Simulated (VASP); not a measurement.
# Be3ZnTe4 in VASP: further runs, part 2 of 3

VASP 6.6.1. Earlier steps stand in the parts before.

## (3) Single point, PBE

This run uses another cell than the first one, of 24.31 Å³/atom.

INCAR reads:

```
PREC = Accurate
ENCUT = 520
EDIFF = 1E-6
ISMEAR = 0
SIGMA = 0.1
LREAL = False
LASPH = True
NELM = 100
ALGO = Normal
ISIF = 2
LWAVE = False
LCHARG = False
GGA = PE
NBANDS = 31
```

KPOINTS reads:

```
regular mesh
0
Gamma
  4 4 1
```

POSCAR reads:

```
Be3ZnTe4
1.0
    4.0849839000      0.0000000000      0.0000000000
    0.0000000000      4.0849839000      0.0000000000
    0.0000000000      0.0000000000     11.6567357000
Be Zn Te
3 1 4
Direct
    0.0000000000      0.0000000000      0.0000000000
    0.5000000000      0.5000000000      0.2395780000
    0.5000000000      0.5000000000      0.7604220000
    0.0000000000      0.0000000000      0.5000000000
    0.5000000000      0.0000000000      0.1196240000
    0.0000000000      0.5000000000      0.3577200000
    0.5000000000      0.0000000000      0.6422800000
    0.0000000000      0.5000000000      0.8803760000
```

Potentials or basis: VASP PAW PBE potentials, release 64 (Be, Zn, Te).

Command:

```console
$ cat potpaw_PBE.64/Be/POTCAR potpaw_PBE.64/Zn/POTCAR potpaw_PBE.64/Te/POTCAR > POTCAR
$ mpirun -np 1 vasp_std > vasp.out
```

OUTCAR:

```text
PREC = Accurate
   ENCUT = 520
   EDIFF = 1E-6
   ISMEAR = 0
   LREAL = False
   LASPH = True
   NELM = 100
   ISIF = 2
   GGA = PE

 ion  position               nearest neighbor table
   1  0.000  0.000  0.000-   5 2.47   8 2.47   8 2.47   5 2.47
   2  0.500  0.500  0.240-   6 2.46   6 2.46   5 2.48   5 2.48
   3  0.500  0.500  0.760-   7 2.46   7 2.46   8 2.48   8 2.48
   4  0.000  0.000  0.500-   6 2.63   7 2.63   6 2.63   7 2.63
   5  0.500  0.000  0.120-   1 2.47   1 2.47   2 2.48   2 2.48
   6  0.000  0.500  0.358-   2 2.46   2 2.46   4 2.63   4 2.63
   7  0.500  0.000  0.642-   3 2.46   3 2.46   4 2.63   4 2.63
   8  0.000  0.500  0.880-   1 2.47   1 2.47   3 2.48   3 2.48

  LATTYP: Found a simple tetragonal cell.
 ALAT       =     4.0849839000
 C/A-ratio  =     2.8535573176

  Lattice vectors:

 A1 = (   4.0849839000,   0.0000000000,   0.0000000000)
 A2 = (   0.0000000000,   4.0849839000,   0.0000000000)
 A3 = (   0.0000000000,   0.0000000000,  11.6567357000)

Analysis of symmetry for initial positions (statically):
=====================================================================
 Subroutine PRICEL returns:
 Original cell was already a primitive cell.

 Routine SETGRP: Setting up the symmetry group for a
 simple tetragonal supercell.

 Subroutine GETGRP returns: Found  8 space group operations
 (whereof  8 operations were pure point group operations)
 out of a pool of 16 trial point group operations.

The static configuration has the point symmetry D_2d.

Analysis of symmetry for dynamics (positions and initial velocities):
=====================================================================
 Subroutine PRICEL returns:
 Original cell was already a primitive cell.

 Routine SETGRP: Setting up the symmetry group for a
 simple tetragonal supercell.

 Subroutine GETGRP returns: Found  8 space group operations
 (whereof  8 operations were pure point group operations)
 out of a pool of 16 trial point group operations.

The dynamic configuration has the point symmetry D_2d.

 Subroutine INISYM returns: Found  8 space group operations
 (whereof  8 operations are pure point group operations),
 and found     1 'primitive' translations

----------------------------------------------------------------------------------------

                                     Primitive cell

  volume of cell :     194.5170

  direct lattice vectors                    reciprocal lattice vectors
     4.084983900  0.000000000  0.000000000     0.244799006  0.000000000  0.000000000
     0.000000000  4.084983900  0.000000000     0.000000000  0.244799006  0.000000000
     0.000000000  0.000000000 11.656735700     0.000000000  0.000000000  0.085787310

  length of vectors
     4.084983900  4.084983900 11.656735700     0.244799006  0.244799006  0.085787310

  position of ions in fractional coordinates (direct lattice)
     0.000000000  0.000000000  0.000000000
     0.500000000  0.500000000  0.239578000
     0.500000000  0.500000000  0.760422000
     0.000000000  0.000000000  0.500000000
     0.500000000  0.000000000  0.119624000
     0.000000000  0.500000000  0.357720000
[... 38 lines left out ...]
 Found      6 irreducible k-points:

 Following reciprocal coordinates:
            Coordinates               Weight
  0.000000  0.000000  0.000000      1.000000
  0.250000  0.000000  0.000000      4.000000
  0.500000  0.000000  0.000000      2.000000
  0.250000  0.250000  0.000000      4.000000
  0.500000  0.250000  0.000000      4.000000
  0.500000  0.500000  0.000000      1.000000
   k-points           NKPTS =      6   k-points in BZ     NKDIM =      6   number of bands    NBANDS=     31
   number of dos      NEDOS =    301   number of ions     NIONS =      8
   total plane-waves  NPLWV =  81000
   dimension x,y,z NGX =    30 NGY =   30 NGZ =   90
   dimension x,y,z NGXF=    60 NGYF=   60 NGZF=  180
   ions per type =               3   1   4
   NGX,Y,Z   is equivalent  to a cutoff of  12.21, 12.21, 12.84 a.u.
   NGXF,Y,Z  is equivalent  to a cutoff of  24.42, 24.42, 25.67 a.u.
 SYSTEM =  unknown system
   PREC   = accura    normal or accurate (medium, high low for compatibility)
   ISTART =      0    job   : 0-new  1-cont  2-samecut
   ICHARG =      2    charge: 1-file 2-atom 10-const
   ISPIN  =      1    spin polarized calculation?
   LNONCOLLINEAR =      F non collinear calculations
   LSORBIT =      F    spin-orbit coupling
   LASPH  =      T    aspherical Exc in radial PAW
   ENCUT  =  520.0 eV  38.22 Ry    6.18 a.u.   7.60  7.60 21.67*2*pi/ulx,y,z
   NELM   =    100;   NELMIN=  2; NELMDL= -5     # of ELM steps
   EDIFF  = 0.1E-05   stopping-criterion for ELM
   LREAL  =      F    real-space projection
   EDIFFG = 0.1E-04   stopping-criterion for IOM
   NSW    =      0    number of steps for IOM
   IBRION =     -1    ionic relax: 0-MD 1-quasi-New 2-CG
   NFREE  =      0    steps in history (QN), initial steepest desc. (CG)
   ISIF   =      2    stress and relaxation
   ISYM   =      2    0-nonsym 1-usesym 2-fastsym
   POTIM  = 0.5000    time-step for ionic-motion
   TEBEG  =    0.0;   TEEND  =   0.0 temperature during run
   PSTRESS=    0.0 pullay stress
   NELECT =      42.0000    total number of electrons
   NUPDOWN=      -1.0000    fix difference up-down
   EMIN   =  10.00;   EMAX   =-10.00  energy-range for DOS
   EFERMI =   0.00;   METHOD = LEGACY
   ISMEAR =     0;   SIGMA  =   0.10  broadening in eV -4-tet -1-fermi 0-gaus
   EFERMI_NEDOS =   21; number of points for ismear=-14 and -15
   IALGO  =     38    algorithm
   IMIX   =      4    mixing-type and parameters
     AMIX     =   0.40;   BMIX     =  1.00
     AMIX_MAG =   1.60;   BMIX_MAG =  1.00
  volume/ion in A,a.u.               =      24.31       164.08
  Fermi-wavevector in a.u.,A,eV,Ry     =   0.982137  1.855970 13.124084  0.964593
  Thomas-Fermi vector in A             =   2.113197
   LORBIT       =      0    0 simple, 1 ext, 2 COOP (PROOUT), +10 PAW based schemes
   GGA     = PE    functional components
   LHFCALC =     F    Hartree Fock is set to
   AEXX    =    0.0000 exact exchange contribution
   IVDW    =     0    specifies the selected vdW correction
   LEPSILON=     F    determine dielectric tensor
   LRPA    =     F    only Hartree local field effects (RPA)
 non-spin polarized calculation
 Gauss-broadening in eV      SIGMA  =   0.10
  energy-cutoff  :      520.00
  volume of cell :      194.52
 maximum number of plane-waves:      5249
   NGX = 15   NGY = 15   NGZ = 43

 number of electron      41.9999992 magnetization

 Free energy of the ion-electron system (eV)
  ---------------------------------------------------
  ext. energy  EPLUGINS =         0.00000000
  ---------------------------------------------------
  free energy    TOTEN  =       -27.80888387 eV

  energy without entropy =      -27.80888387  energy(sigma->0) =      -27.80888387

 E-fermi :   4.8829     XC(G=0):  -8.9500

 val. band max:        4.4214326521   @ k =   0.0000   0.0000   0.0000
 cond. band min:       6.3790584893   @ k =   0.0000   0.0000   0.0000
 fundamental gap:      1.9576258372
 Fermi energy:         4.8828672427

 k-point     1 :       0.0000    0.0000    0.0000
  band No.  band energies     occupation
      1      -7.6836      2.00000
      2      -7.0941      2.00000
      3      -6.9298      2.00000
      4      -6.0651      2.00000
      5      -2.4688      2.00000
      6      -2.4688      2.00000
[... 193 lines left out ...]
     30       9.8242      0.00000
     31       9.9556      0.00000

------------------------ aborting loop because EDIFF is reached ----------------------------------------

  FORCE on cell =-STRESS in cart. coord.  units (eV):
  Direction    XX          YY          ZZ          XY          YZ          ZX
  --------------------------------------------------------------------------------------
  -------------------------------------------------------------------------------------
  Total        0.5857469      0.5857469     -0.1724655      0.0000000      0.0000000      0.0000000
  in kB        4.8246181      4.8246181     -1.4205460      0.0000000      0.0000000      0.0000000
  external PRESSURE =       2.7428968 kB  Pullay stress =       0.0000000 kB

 VOLUME and BASIS-vectors are now :
 -----------------------------------------------------------------------------
  energy-cutoff  :      520.00
  volume of cell :      194.52
      direct lattice vectors                 reciprocal lattice vectors
     4.084983900  0.000000000  0.000000000     0.244799006  0.000000000  0.000000000
     0.000000000  4.084983900  0.000000000     0.000000000  0.244799006  0.000000000
     0.000000000  0.000000000 11.656735700     0.000000000  0.000000000  0.085787310

 POSITION                                       TOTAL-FORCE (eV/Angst)
 -----------------------------------------------------------------------------------
      0.00000      0.00000      0.00000        -0.000000      0.000000      0.000000
      2.04249      2.04249      2.79270        -0.000000      0.000000      0.001381
      2.04249      2.04249      8.86404        -0.000000     -0.000000     -0.001381
      0.00000      0.00000      5.82837         0.000000      0.000000      0.000000
      2.04249      0.00000      1.39443        -0.000000     -0.000000      0.003069
      0.00000      2.04249      4.16985        -0.000000      0.000000     -0.034562
      2.04249      0.00000      7.48689        -0.000000      0.000000      0.034562
      0.00000      2.04249     10.26231        -0.000000     -0.000000     -0.003069
 -----------------------------------------------------------------------------------
    total drift:                                0.000000     -0.000000     -0.000000

  FREE ENERGIE OF THE ION-ELECTRON SYSTEM (eV)
  ---------------------------------------------------
  free  energy   TOTEN  =       -27.8088838700 eV

  energy  without entropy=      -27.8088838700  energy(sigma->0) =      -27.80888387
```

Run time: 54 s. Hardware: 1 thread of Intel Xeon Platinum 8259CL at 2.50GHz (Skylake/Cascade Lake), shared host; peak memory 0.27 GiB.

Results:

* Free energy: -27.8089 eV
* Pressure: 0.3 GPa
* Largest force: 0.035 eV/Å
* Band gap on the k mesh: 1.96 eV

Forces on the atoms (eV/Å):
```
Be   0.000  0.000  0.000
Be   0.000  0.000  0.001
Be   0.000  0.000 -0.001
Zn   0.000  0.000  0.000
Te   0.000  0.000  0.003
Te   0.000  0.000 -0.035
Te   0.000  0.000  0.035
Te   0.000  0.000 -0.003
```

Stress tensor (GPa, compression positive):
```
 0.48  0.00  0.00
 0.00  0.48  0.00
 0.00  0.00 -0.14
```

Caveat: the k points lie up to 0.54 Å⁻¹ apart; spin-orbit coupling is left out, which moves the levels of the heavy elements. A k mesh can miss the band edges.

## (4) Single point, PBE

This run uses another cell than the first one, of 24.38 Å³/atom.

INCAR reads:

```
SYSTEM = Be3ZnTe4
PREC = Accurate ; ENCUT = 520
EDIFF = 1E-6 ; ISMEAR = 0
SIGMA = 0.1 ; LREAL = .False.
LASPH = .True. ; NELM = 60
ALGO = Normal ; ISIF = 2
LWAVE = .False. ; LCHARG = .False.
GGA = PE ; NBANDS = 31
```

KPOINTS reads:

```
regular mesh
0
Gamma
  4 4 1
  0 0 0
```

POSCAR reads:

```
Be3ZnTe4
1.0
    4.1057588687     -0.0004513547     -0.0007957410
   -0.0004613480      4.1058299917      0.0011742630
   -0.0007026508      0.0013964741     11.5678943402
Be Zn Te
3 1 4
Direct
    0.0000621410     -0.0000182199     -0.0000004613
    0.5002465884      0.4997759044      0.2394357032
    0.4998844610      0.5002873203      0.7605621404
   -0.0003440456     -0.0002586843      0.4999958122
    0.5001359146     -0.0000764881      0.1195567710
    0.0002509854      0.4998326794      0.3573788625
    0.4997837465      0.0003249533      0.6426207634
   -0.0000197912      0.5001325350      0.8804504086
```

Command:

```console
$ cat potpaw_PBE.64/Be/POTCAR potpaw_PBE.64/Zn/POTCAR potpaw_PBE.64/Te/POTCAR > POTCAR
$ mpirun -np 1 vasp_std > vasp.out
```

Run time: 73 s. Hardware: 1 thread of Intel Xeon Platinum 8259CL at 2.50GHz (Skylake/Cascade Lake), shared host; peak memory 0.31 GiB.

Results (log left out):

* Free energy: -27.8129 eV
* Pressure: 0.1 GPa
* Largest force: 0.004 eV/Å
* Band gap on the k mesh: 1.93 eV

Forces in eV/Å, atoms in the order of the input:
```
Be   0.000  0.001  0.000
Be   0.000  0.001 -0.002
Be   0.001 -0.001  0.002
Zn   0.001  0.000  0.000
Te   0.000  0.000  0.002
Te  -0.001  0.001 -0.004
Te   0.001 -0.002  0.004
Te   0.000 -0.001 -0.002
```

Levels at points of the mesh, in eV from the valence-band top:
```tsv
k point	band 18	band 19	band 20	band 21	band 22	band 23	band 24	band 25
(0.00, 0.00, 0.00)	-1.37	-0.09	0.00	0.00	1.93	2.34	2.45	2.77
(0.50, 0.00, 0.00)	-1.35	-1.06	-1.03	-0.55	2.29	2.72	3.39	3.55
(0.00, 0.50, 0.00)	-1.35	-1.06	-1.03	-0.55	2.29	2.72	3.39	3.55
(0.50, 0.50, 0.00)	-2.56	-2.44	-2.44	-2.34	2.06	2.11	2.11	2.88
```

Caveat: the k points lie up to 0.54 Å⁻¹ apart; spin-orbit coupling is left out, which moves the levels of the heavy elements.

(Part 2 of 3 ends here.)
